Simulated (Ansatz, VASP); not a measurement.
**Two plane-wave programs on Si**

```xyz
4
Lattice="3.8516 0.0000 0.0000 -1.9258 3.3356 0.0000 0.0000 0.0000 6.3657" Properties=species:S:1:pos:R:3 pbc="T T T"
Si    1.9258    1.1119    0.4008
Si    0.0000    2.2237    3.5836
Si    1.9258    1.1119    2.7821
Si    0.0000    2.2237    5.9649
```

Alike in both runs: functional PBE; k mesh 12 × 12 × 6; occupations gaussian, width 0.02 eV; no spin polarisation.

Ansatz relaxed the structure, and its values are those at the end. VASP's run is a single point on that final structure, the one shown.

|  | VASP | Ansatz |
| --- | --- | --- |
| version | VASP 6.6.1 | Ansatz 0.2.0 |
| potentials or method | VASP PAW PBE potentials, release 64 (Si), cutoff 520 eV | scalar-relativistic, plane waves, PAW |
| valence electrons in the cell | 16 | 16 |

|  | VASP | Ansatz | Ansatz less VASP |
| --- | --- | --- | --- |
| gap on the k mesh at the Fermi level (eV) | 0.45 | 0.45 | -0.002 |
| least direct gap on the mesh (eV) | 0.99 | 0.99 | -0.005 |
| pressure (GPa) | -0.1 | 0.0 | +0.08 |
